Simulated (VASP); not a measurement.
# Ta (P6_3/mmc) in VASP: further runs

Ta is run at these levels: revPBE; tasks: single point.

All numbers are computed with VASP 6.6.1; they aren't measurements. Logs are shortened: lines on timing, memory, paths and dates and some standing lists are left out, and cuts for length are marked.

## Step 1: The cell of the first run

It takes space group P6_3/mmc (No. 194, hexagonal). The conventional cell has a = 2.950 Å, b = 2.950 Å, c = 5.237 Å, α = 90.00°, β = 90.00°, γ = 120.00°. Within 3.9 Å of Ta (site symmetry -6m2) lie 12 Ta at 2.95 to 3.12 Å.

## Step 2: Single point, revPBE (volume scaled by 1.04)

INCAR reads:

```
PREC = Accurate ; ENCUT = 520
EDIFF = 1E-6 ; ISMEAR = -1
SIGMA = 0.1 ; LREAL = F
LASPH = T ; NELM = 60
ALGO = Normal ; ISIF = 2
LWAVE = F ; LCHARG = F
GGA = RE ; NBANDS = 18
```

KPOINTS reads:

```
Automatic mesh
0
Gamma
  14 14 7
```

POSCAR reads:

```
Ta
1.0
    2.9504017537      0.0000000000      0.0000000000
   -1.4752008769      2.5551228700      0.0000000000
    0.0000000000      0.0000000000      5.2366183541
Ta
2
Direct
    0.3333333333      0.6666666667      0.2500000000
    0.6666666667      0.3333333333      0.7500000000
```

Potentials or basis: VASP PAW PBE potentials, release 64 (Ta_pv).

Run with:

```
cat potpaw_PBE.64/Ta_pv/POTCAR > POTCAR
mpirun -np 1 vasp_std > vasp.out
```

OUTCAR:

```text
PREC = Accurate
   ENCUT = 520
   EDIFF = 1E-6
   ISMEAR = -1
   LREAL = F
   LASPH = T
   NELM = 60
   ISIF = 2
   GGA = RE

 ion  position               nearest neighbor table
   1  0.333  0.667  0.250-   2 3.12   2 3.12   2 3.12   2 3.12   2 3.12   2 3.12
   2  0.667  0.333  0.750-   1 3.12   1 3.12   1 3.12   1 3.12   1 3.12   1 3.12

  LATTYP: Found a hexagonal cell.
 ALAT       =     2.9504017537
 C/A-ratio  =     1.7748831486

  Lattice vectors:

 A1 = (   2.9504017537,   0.0000000000,   0.0000000000)
 A2 = (  -1.4752008769,   2.5551228700,   0.0000000000)
 A3 = (   0.0000000000,   0.0000000000,   5.2366183541)

Analysis of symmetry for initial positions (statically):
=====================================================================
 Subroutine PRICEL returns:
 Original cell was already a primitive cell.

 Routine SETGRP: Setting up the symmetry group for a
 hexagonal supercell.

 Subroutine GETGRP returns: Found 24 space group operations
 (whereof 12 operations were pure point group operations)
 out of a pool of 24 trial point group operations.

The static configuration has the point symmetry D_3d.
 The point group associated with its full space group is D_6h.

Analysis of symmetry for dynamics (positions and initial velocities):
=====================================================================
 Subroutine PRICEL returns:
 Original cell was already a primitive cell.

 Routine SETGRP: Setting up the symmetry group for a
 hexagonal supercell.

 Subroutine GETGRP returns: Found 24 space group operations
 (whereof 12 operations were pure point group operations)
 out of a pool of 24 trial point group operations.

The dynamic configuration has the point symmetry D_3d.
 The point group associated with its full space group is D_6h.

 Subroutine INISYM returns: Found 24 space group operations
 (whereof 12 operations are pure point group operations),
 and found     1 'primitive' translations

----------------------------------------------------------------------------------------

                                     Primitive cell

  volume of cell :      39.4770

  direct lattice vectors                    reciprocal lattice vectors
     2.950401754  0.000000000  0.000000000     0.338936892  0.195685306  0.000000000
    -1.475200877  2.555122870  0.000000000     0.000000000  0.391370611  0.000000000
     0.000000000  0.000000000  5.236618354     0.000000000  0.000000000  0.190962933

  length of vectors
     2.950401754  2.950401754  5.236618354     0.391370611  0.391370611  0.190962933

  position of ions in fractional coordinates (direct lattice)
     0.333333333  0.666666667  0.250000000
     0.666666667  0.333333333  0.750000000

  ion indices of the primitive-cell ions
   primitive index   ion index
                 1           1
                 2           2

----------------------------------------------------------------------------------------

 KPOINTS: Automatic mesh

Automatic generation of k-mesh.
 Grid dimensions read from file:
 generate k-points for:   14   14    7

 Generating k-lattice:

  Cartesian coordinates                     Fractional coordinates (reciprocal lattice)
     0.024209778  0.013977522  0.000000000     0.071428571  0.000000000  0.000000000
     0.000000000  0.027955044  0.000000000     0.000000000  0.071428571  0.000000000
     0.000000000  0.000000000  0.027280419     0.000000000  0.000000000  0.142857143

  Length of vectors
     0.027955044  0.027955044  0.027280419

  Shift w.r.t. Gamma in fractional coordinates (k-lattice)
     0.000000000  0.000000000  0.000000000

 Subroutine IBZKPT returns following result:
 ===========================================

 Found     96 irreducible k-points:

 Following reciprocal coordinates:
            Coordinates               Weight
  0.000000  0.000000  0.000000      1.000000
  0.071429  0.000000  0.000000      6.000000
  0.142857  0.000000  0.000000      6.000000
  0.214286  0.000000  0.000000      6.000000
  0.285714 -0.000000  0.000000      6.000000
  0.357143  0.000000  0.000000      6.000000
[... 16 lines left out ...]
  0.285714  0.285714  0.000000      6.000000
  0.357143  0.285714  0.000000      6.000000
 [... further k-points ...]
   k-points           NKPTS =     96   k-points in BZ     NKDIM =     96   number of bands    NBANDS=     18
   number of dos      NEDOS =    301   number of ions     NIONS =      2
   total plane-waves  NPLWV =  23040
   dimension x,y,z NGX =    24 NGY =   24 NGZ =   40
   dimension x,y,z NGXF=    48 NGYF=   48 NGZF=   80
   ions per type =               2
   NGX,Y,Z   is equivalent  to a cutoff of  13.52, 13.52, 12.70 a.u.
   NGXF,Y,Z  is equivalent  to a cutoff of  27.05, 27.05, 25.40 a.u.
 SYSTEM =  unknown system
   PREC   = accura    normal or accurate (medium, high low for compatibility)
   ISTART =      0    job   : 0-new  1-cont  2-samecut
   ICHARG =      2    charge: 1-file 2-atom 10-const
   ISPIN  =      1    spin polarized calculation?
   LNONCOLLINEAR =      F non collinear calculations
   LSORBIT =      F    spin-orbit coupling
   LASPH  =      T    aspherical Exc in radial PAW
   ENCUT  =  520.0 eV  38.22 Ry    6.18 a.u.   5.49  5.49  9.74*2*pi/ulx,y,z
   NELM   =     60;   NELMIN=  2; NELMDL= -5     # of ELM steps
   EDIFF  = 0.1E-05   stopping-criterion for ELM
   LREAL  =      F    real-space projection
   EDIFFG = 0.1E-04   stopping-criterion for IOM
   NSW    =      0    number of steps for IOM
   IBRION =     -1    ionic relax: 0-MD 1-quasi-New 2-CG
   NFREE  =      0    steps in history (QN), initial steepest desc. (CG)
   ISIF   =      2    stress and relaxation
   ISYM   =      2    0-nonsym 1-usesym 2-fastsym
   POTIM  = 0.5000    time-step for ionic-motion
   TEBEG  =    0.0;   TEEND  =   0.0 temperature during run
   PSTRESS=    0.0 pullay stress
   NELECT =      22.0000    total number of electrons
   NUPDOWN=      -1.0000    fix difference up-down
   EMIN   =  10.00;   EMAX   =-10.00  energy-range for DOS
   EFERMI =   0.00;   METHOD = LEGACY
   ISMEAR =    -1;   SIGMA  =   0.10  broadening in eV -4-tet -1-fermi 0-gaus
   EFERMI_NEDOS =   21; number of points for ismear=-14 and -15
   IALGO  =     38    algorithm
   IMIX   =      4    mixing-type and parameters
     AMIX     =   0.40;   BMIX     =  1.00
     AMIX_MAG =   1.60;   BMIX_MAG =  1.00
  volume/ion in A,a.u.               =      19.74       133.20
  Fermi-wavevector in a.u.,A,eV,Ry     =   1.347207  2.545853 24.694133  1.814968
  Thomas-Fermi vector in A             =   2.474977
   LORBIT       =      0    0 simple, 1 ext, 2 COOP (PROOUT), +10 PAW based schemes
   GGA     = RE    functional components
   LHFCALC =     F    Hartree Fock is set to
   AEXX    =    0.0000 exact exchange contribution
   IVDW    =     0    specifies the selected vdW correction
   LEPSILON=     F    determine dielectric tensor
   LRPA    =     F    only Hartree local field effects (RPA)
 non-spin polarized calculation
  energy-cutoff  :      520.00
  volume of cell :       39.48
 maximum number of plane-waves:      1091
 NGX is ok and might be reduce to    24
   NGX = 11   NGY = 11   NGZ = 19

 number of electron      22.0000002 magnetization

 Free energy of the ion-electron system (eV)
  ---------------------------------------------------
  ext. energy  EPLUGINS =         0.00000000
  ---------------------------------------------------
  free energy    TOTEN  =       -22.29429028 eV

  energy without entropy =      -22.20404840  energy(sigma->0) =      -22.24916934

 E-fermi :   5.2373     XC(G=0): -12.1038

 val. band max:        5.2285633925   @ k =   0.1429   0.0000   0.4286
 cond. band min:       5.2490959639   @ k =   0.0714   0.0714   0.2857
 fundamental gap:      0.0205325714
 Fermi energy:         5.2373291364

 k-point     1 :       0.0000    0.0000    0.0000
  band No.  band energies     occupation
      1     -29.3717      2.00000
      2     -28.6856      2.00000
      3     -28.5847      2.00000
      4     -28.5847      2.00000
      5     -28.5139      2.00000
      6     -28.5139      2.00000
[... 10 lines left out ...]
     17      10.0980      0.00000
     18      10.0980      0.00000

 k-point     2 :       0.0714    0.0000    0.0000
  band No.  band energies     occupation
      1     -29.3581      2.00000
      2     -28.6873      2.00000
      3     -28.6286      2.00000
      4     -28.5967      2.00000
      5     -28.5588      2.00000
      6     -28.5220      2.00000
[... 10 lines left out ...]
     17      10.1722      0.00000
     18      10.4839      0.00000

 k-point     3 :       0.1429    0.0000    0.0000
  band No.  band energies     occupation
      1     -29.3189      2.00000
      2     -28.7508      2.00000
      3     -28.6931      2.00000
      4     -28.6822      2.00000
      5     -28.6298      2.00000
      6     -28.5453      2.00000
[... 10 lines left out ...]
     17      10.3164      0.00000
     18      11.3525      0.00000

 k-point     4 :       0.2143    0.0000    0.0000
  band No.  band energies     occupation
      1     -29.2588      2.00000
      2     -28.9255      2.00000
      3     -28.8548      2.00000
      4     -28.7046      2.00000
      5     -28.6764      2.00000
      6     -28.5796      2.00000
[... 10 lines left out ...]
     17      10.4295      0.00000
     18      12.3940      0.00000

 k-point     5 :       0.2857   -0.0000    0.0000
  band No.  band energies     occupation
      1     -29.1855      2.00000
      2     -29.1164      2.00000
      3     -29.0393      2.00000
      4     -28.7267      2.00000
      5     -28.7238      2.00000
      6     -28.6182      2.00000
[... 10 lines left out ...]
     17      10.4820      0.00000
     18      12.6749      0.00000

 k-point     6 :       0.3571    0.0000    0.0000
  band No.  band energies     occupation
      1     -29.2855      2.00000
      2     -29.2002      2.00000
      3     -29.1091      2.00000
      4     -28.7712      2.00000
      5     -28.7512      2.00000
      6     -28.6532      2.00000
[... 10 lines left out ...]
     17      10.4896      0.00000
     18      12.5159      0.00000

 k-point     7 :       0.4286    0.0000    0.0000
  band No.  band energies     occupation
      1     -29.4006      2.00000
      2     -29.3089      2.00000
      3     -29.0445      2.00000
      4     -28.8016      2.00000
      5     -28.7817      2.00000
      6     -28.6776      2.00000
[... 10 lines left out ...]
     17      11.0240      0.00000
     18      12.6768      0.00000

 k-point     8 :       0.5000    0.0000    0.0000
  band No.  band energies     occupation
      1     -29.4414      2.00000
      2     -29.3472      2.00000
      3     -29.0165      2.00000
      4     -28.8123      2.00000
      5     -28.7975      2.00000
      6     -28.6862      2.00000
[... 10 lines left out ...]
     17      11.7654      0.00000
     18      11.8245      0.00000
[... 229 lines left out ...]
     17      12.6254      0.00000
     18      13.3043      0.00000

 k-point    20 :       0.2143    0.2143    0.0000
  band No.  band energies     occupation
      1     -29.2069      2.00000
      2     -29.1842      2.00000
      3     -29.0878      2.00000
      4     -28.8578      2.00000
      5     -28.7814      2.00000
      6     -28.7597      2.00000
[... 10 lines left out ...]
     17      11.0795      0.00000
     18      13.2542      0.00000

 k-point    21 :       0.2857    0.2143    0.0000
  band No.  band energies     occupation
      1     -29.2837      2.00000
      2     -29.2273      2.00000
      3     -29.0199      2.00000
      4     -28.9440      2.00000
      5     -28.8560      2.00000
      6     -28.7941      2.00000
[... 10 lines left out ...]
     17      12.2415      0.00000
     18      13.9284      0.00000

 k-point    22 :       0.3571    0.2143    0.0000
  band No.  band energies     occupation
      1     -29.3252      2.00000
      2     -29.2395      2.00000
      3     -29.0036      2.00000
      4     -28.9676      2.00000
      5     -28.8978      2.00000
      6     -28.8277      2.00000
[... 10 lines left out ...]
     17      12.6545      0.00000
     18      12.9303      0.00000

 k-point    23 :       0.2857    0.2857    0.0000
  band No.  band energies     occupation
      1     -29.2728      2.00000
      2     -29.2101      2.00000
      3     -29.0463      2.00000
      4     -28.9639      2.00000
      5     -28.9587      2.00000
      6     -28.8339      2.00000
[... 10 lines left out ...]
     17      12.6204      0.00000
     18      12.6859      0.00000

 k-point    24 :       0.3571    0.2857    0.0000
  band No.  band energies     occupation
      1     -29.2583      2.00000
      2     -29.1712      2.00000
      3     -29.1130      2.00000
      4     -29.0160      2.00000
      5     -28.9200      2.00000
      6     -28.8651      2.00000
[... 10 lines left out ...]
     17      12.0895      0.00000
     18      12.2591      0.00000

 [... further k-points ...]

------------------------ aborting loop because EDIFF is reached ----------------------------------------

  FORCE on cell =-STRESS in cart. coord.  units (eV):
  Direction    XX          YY          ZZ          XY          YZ          ZX
  --------------------------------------------------------------------------------------
  -------------------------------------------------------------------------------------
  Total       -1.6042042     -1.6042042     -1.5991356      0.0000000      0.0000000      0.0000000
  in kB      -65.1068036    -65.1068036    -64.9010930      0.0000000      0.0000000      0.0000000
  external PRESSURE =     -65.0382334 kB  Pullay stress =       0.0000000 kB

 VOLUME and BASIS-vectors are now :
 -----------------------------------------------------------------------------
  energy-cutoff  :      520.00
  volume of cell :       39.48
      direct lattice vectors                 reciprocal lattice vectors
     2.950401754  0.000000000  0.000000000     0.338936892  0.195685306  0.000000000
    -1.475200877  2.555122870  0.000000000     0.000000000  0.391370611  0.000000000
     0.000000000  0.000000000  5.236618354     0.000000000  0.000000000  0.190962933

 POSITION                                       TOTAL-FORCE (eV/Angst)
 -----------------------------------------------------------------------------------
     -0.00000      1.70342      1.30915         0.000000     -0.000000      0.000000
      1.47520      0.85171      3.92746        -0.000000      0.000000      0.000000
 -----------------------------------------------------------------------------------
    total drift:                               -0.000000      0.000000     -0.000000

  FREE ENERGIE OF THE ION-ELECTRON SYSTEM (eV)
  ---------------------------------------------------
  free  energy   TOTEN  =       -22.2942902838 eV

  energy  without entropy=      -22.2040484001  energy(sigma->0) =      -22.24916934
```

Wall time 38 s (1 thread of Intel Xeon Platinum 8259CL at 2.50GHz (Skylake/Cascade Lake), shared host); peak memory 0.19 GiB.

What came out:

```
Free energy            : -22.2943 eV
Pressure               : -6.5 GPa
Band gap on the k mesh : zero (band 11 reaches 6.22 eV, above the bottom of band 12 at 4.62 eV)
```

Levels at points of the mesh, in eV from the Fermi level:
```
           k point  band 7  band 8  band 9  band 10  band 11  band 12  band 13  band 14  band 15  band 16
(0.00, 0.00, 0.00)   -7.96   -4.70   -0.44    -0.22     0.62     0.62     1.15     1.15     2.83     2.83
(0.50, 0.00, 0.00)   -3.87   -3.58   -3.08    -0.56    -0.30     0.49     0.87     5.24     6.02     6.30
```

Caveat: the PAW data sets were made with another functional, which shifts forces and pressure a little; spin-orbit coupling is left out, which moves the levels of the heavy elements.

(Part 1 of 2 ends here.)
